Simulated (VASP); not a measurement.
## H4C19: single point with PBE+D3(BJ)

The system is H4C19, a slab with vacuum.

```xyz
23
Lattice="7.3980 0.0000 0.0000 -3.6990 6.4069 0.0000 0.0000 0.0000 13.0000" Properties=species:S:1:pos:R:3 pbc="T T T"
C    -0.0091   -0.0019    0.7319
C     1.2365    0.7172    0.7346
C    -1.2427    2.1488    0.7335
C    -0.0084    2.8614    0.7334
C    -2.4622    4.2779    0.7333
C    -1.2425    4.9822    0.7333
C     2.4562    0.0131    0.7335
C     3.6905    0.7256    0.7318
C     1.2366    2.1423    0.7338
C     2.4563    2.8465    0.7314
C    -0.0080    4.2699    0.7307
C     1.2370    4.9887    0.7238
C     4.9360    0.0065    0.7266
C     6.1550    0.7104    0.7302
C     3.6903    2.1338    0.7329
C     4.9360    2.8531    0.7332
C     2.4561    4.2849    0.7256
C     3.6898    4.9970    0.7299
C     1.9027    5.2820    4.1509
H     2.4992    6.0812    3.6983
H     0.8573    5.3907    3.8433
H     2.2796    4.3115    3.8119
H     1.9727    5.3431    5.2421
```

- Program: VASP 6.6.1
- Task: single point
- Functional: PBE
- Dispersion: D3(BJ)
- Potentials or basis: VASP PAW PBE potentials, release 64 (C, H)
- Cutoff: 520 eV
- k mesh: 2 × 2 × 1
- Occupations: gaussian, width 0.02 eV
- Spin: no spin polarisation

* Largest force: 0.029 eV/Å
* Band gap on the k mesh: 0.22 eV, direct
* Dispersion energy per atom: -0.078 eV

Forces on the atoms (eV/Å):
```
C    0.014  0.017 -0.003
C   -0.004  0.002  0.001
C    0.019 -0.002  0.001
C   -0.018  0.009  0.001
C   -0.015  0.006  0.000
C    0.016 -0.016 -0.003
C    0.007  0.002  0.003
C   -0.007 -0.019 -0.003
C    0.005 -0.004  0.001
C    0.005  0.011 -0.002
C   -0.017  0.000 -0.007
C   -0.014  0.003  0.003
C   -0.019 -0.012 -0.001
C    0.011  0.020  0.000
C    0.004  0.016  0.002
C   -0.017  0.003  0.001
C    0.012 -0.026 -0.002
C    0.020 -0.004 -0.002
C   -0.006 -0.010  0.010
H    0.014  0.018 -0.012
H   -0.027  0.007 -0.004
H    0.013 -0.026 -0.003
H    0.004  0.004  0.019
```

Levels at points of the mesh, in eV from the valence-band top:
```tsv
k point	band 37	band 38	band 39	band 40	band 41	band 42	band 43	band 44
(0.00, 0.00, 0.00)	-2.93	-2.93	0.00	0.00	0.22	0.22	3.15	4.12
(0.50, 0.00, 0.00)	-2.57	-2.52	-2.52	-2.25	1.79	2.59	2.59	2.66
(0.00, 0.50, 0.00)	-2.57	-2.52	-2.52	-2.25	1.78	2.59	2.59	2.66
(0.50, 0.50, 0.00)	-2.57	-2.52	-2.52	-2.25	1.78	2.59	2.59	2.66
```

Run time: 3.5 min on 1 thread of AMD EPYC 9R45 96-Core Processor (Zen 5), with other jobs on the host, peak memory 0.59 GiB.

Caveat: the k points lie up to 0.49 Å⁻¹ apart.
